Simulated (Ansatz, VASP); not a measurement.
**One calculation of WS2, two programs**

```xyz
9
Lattice="3.0057 0.0000 0.0000 -1.5028 2.6030 0.0000 0.0000 0.0000 18.2930" Properties=species:S:1:pos:R:3 pbc="T T T"
W     1.5028    0.8677    6.0858
W     0.0000    1.7353   12.1834
W     0.0000    0.0000   18.2811
S     0.0000    1.7353    4.4688
S     1.5028    0.8677    1.6035
S     0.0000    0.0000   10.5665
S     0.0000    1.7353    7.7012
S     1.5028    0.8677   16.6642
S     0.0000    0.0000   13.7988
```

Change from the starting cell: equal strain along all axes, cell held, atoms relaxed: -4.5 %.

Alike in both runs: functional PBEsol; k mesh 12 × 12 × 2; occupations gaussian, width 0.02 eV; no spin polarisation.

Ansatz relaxed the structure, and its values are those at the end. VASP's run is a single point on that final structure, the one shown.

```csv
,VASP,Ansatz
version,VASP 6.6.1,Ansatz 0.2.0
potentials or method,"VASP PAW PBE potentials, release 64 (W_sv, S), cutoff 520 eV","scalar-relativistic, plane waves, PAW"
valence electrons in the cell,78,78
```

VASP gave:

| Property | Result |
| --- | --- |
| gap on the k mesh at the Fermi level (eV) | 0.98 |
| least direct gap on the mesh (eV) | 2.17 |
| pressure (GPa) | 12.8 |
| rms of the force components (eV/Å) | 0.011 |

Task: What did Ansatz give for the same quantities?

Result: gap on the k mesh at the Fermi level (eV): 0.96; least direct gap on the mesh (eV): 2.16; pressure (GPa): 12.6; rms of the force components (eV/Å): 0.001.

VASP's potentials were made for PBE, not for PBEsol. Ansatz's warnings: stress scf threshold loose.

Neither program's run includes spin-orbit coupling.
